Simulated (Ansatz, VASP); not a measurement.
# One calculation of MgC, two programs

```xyz
4
Lattice="1.8319 -4.1595 0.0000 1.8319 4.1595 0.0000 0.0000 0.0000 2.7251" Properties=species:S:1:pos:R:3 pbc="T T T"
Mg    1.8319   -2.9498    2.0438
Mg    1.8319    2.9498    0.6813
C     1.8319   -0.4512    2.0438
C     1.8319    0.4512    0.6813
```

Alike in both runs: functional PBE; k mesh 6 × 6 × 6; occupations gaussian, width 0.1 eV; no spin polarisation.

Ansatz relaxed the structure, and its values are those at the end. VASP's run is a single point on that final structure, the one shown.

```csv
,VASP,Ansatz
version,VASP 6.6.1,Ansatz 0.2.0
potentials or method,"VASP PAW PBE potentials, release 64 (Mg_sv, C), cutoff 840 eV","scalar-relativistic, plane waves, PAW"
valence electrons in the cell,28,28
```

VASP gave:

| Item | Value |
| --- | --- |
| gap on the k mesh at the Fermi level (eV) | none |
| pressure (GPa) | -0.2 |
| rms of the force components (eV/Å) | 0.013 |

Q: What did Ansatz give for the same quantities?

A: gap on the k mesh at the Fermi level (eV): none; pressure (GPa): 0.0; rms of the force components (eV/Å): 0.012.

A gap of «none» marks a metal or a gap that the smearing closes. With one functional, cell and mesh, what is left measures potentials, basis and numerics.

The k mesh is coarse, so the values compare programs but aren't converged.
